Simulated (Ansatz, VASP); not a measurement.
Sn3Ru in VASP and in Ansatz

```
Sn Ru
1.0
     0.00000    3.51419    3.51419
     3.51419    0.00000    3.51419
     3.51419    3.51419    0.00000
Sn Ru
3 1
Direct
  0.25000 0.25000 0.25000
  0.75000 0.75000 0.75000
  0.50000 0.50000 0.50000
  0.00000 0.00000 0.00000
```

Change from the starting cell: species swapped into the Rb3Cd type (Fm-3m, No. 225).

Alike in both runs: functional PBE; k mesh 12 × 12 × 12; occupations gaussian, width 0.1 eV; no spin polarisation.

Ansatz relaxed the structure, and its values are those at the end. VASP's run is a single point on that final structure, the one shown.

```csv
,VASP,Ansatz
version,VASP 6.6.1,Ansatz 0.2.0
potentials or method,"VASP PAW PBE potentials, release 64 (Sn_d, Ru_pv), cutoff 520 eV","scalar-relativistic, plane waves, PAW"
valence electrons in the cell,56,58
```

|  | VASP | Ansatz | Ansatz less VASP |
| --- | --- | --- | --- |
| gap on the k mesh at the Fermi level (eV) | none | none | - |
| pressure (GPa) | 0.0 | 0.0 | +0.04 |

A gap of «none» marks a metal or a gap that the smearing closes. VASP's potentials hold 56 valence electrons a cell and Ansatz's 58, so a difference there can come from the potentials and not from the codes.
